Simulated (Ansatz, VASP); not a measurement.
# One calculation of Yb, two programs

The input INCAR:

```
PREC     = Accurate       # precision mode
ENCUT    = 520            # plane-wave cutoff, eV
EDIFF    = 1E-6           # SCF threshold, eV
ISMEAR   = 0              # smearing method
SIGMA    = 0.15           # smearing width, eV
LREAL    = F              # projectors in reciprocal space
LASPH    = T              # aspherical terms in the spheres
NELM     = 60             # most SCF steps
ALGO     = Fast           # electronic algorithm
ISIF     = 2              # what is computed and relaxed
LWAVE    = F              # write WAVECAR
LCHARG   = F              # write CHGCAR
GGA      = PE             # functional
NBANDS   = 18             # bands
```

Contents of KPOINTS:

```
regular mesh
0
Gamma
  14 14 14
```

File POSCAR:

```
Yb
1.0
    0.0000000000      2.6117894455      2.5399652357
    2.6117894455      0.0000000000      2.5399652357
    2.6117894455      2.6117894455      0.0000000000
Yb
1
Direct
    0.0000000000      0.0000000000      0.0000000000
```

Input for Ansatz:

```yaml
crystal:
  lattice:
    - [0.0, 2.6117894455, 2.5399652357]
    - [2.6117894455, 0.0, 2.5399652357]
    - [2.6117894455, 2.6117894455, 0.0]
  atoms:
    - { symbol: Yb, position: [0.0, 0.0, 0.0] }
basis:
  ecutwfc: 420
kpoints:
  mp_grid: { grid: [14, 14, 14] }
hamiltonian:
  xc: pbe
scf:
  occupations: { method: gaussian, width: 0.15 }
output:
  forces: true
  stress: true
  eigenvalues: true
```

Change from the starting cell: engineering shear strain xz +0.0000, normal strain along z -0.0275.

Alike in both runs: task single point; functional PBE; k mesh 14 × 14 × 14; occupations gaussian, width 0.15 eV; no spin polarisation.

|  | VASP | Ansatz |
| --- | --- | --- |
| version | VASP 6.6.1 | Ansatz 0.2.0 |
| potentials or method | VASP PAW PBE potentials, release 64 (Yb), cutoff 520 eV | scalar-relativistic, plane waves, PAW |
| valence electrons in the cell | 24 | 24 |

|  | VASP | Ansatz | Ansatz less VASP |
| --- | --- | --- | --- |
| gap on the k mesh at the Fermi level (eV) | none | none | - |
| pressure (GPa) | 0.7 | 0.5 | -0.15 |
| traceless stress, the component that is largest in VASP (GPa) | 0.11 | 0.07 | -0.044 |

A gap of «none» marks a metal or a gap that the smearing closes.

Spin-orbit coupling is off throughout.
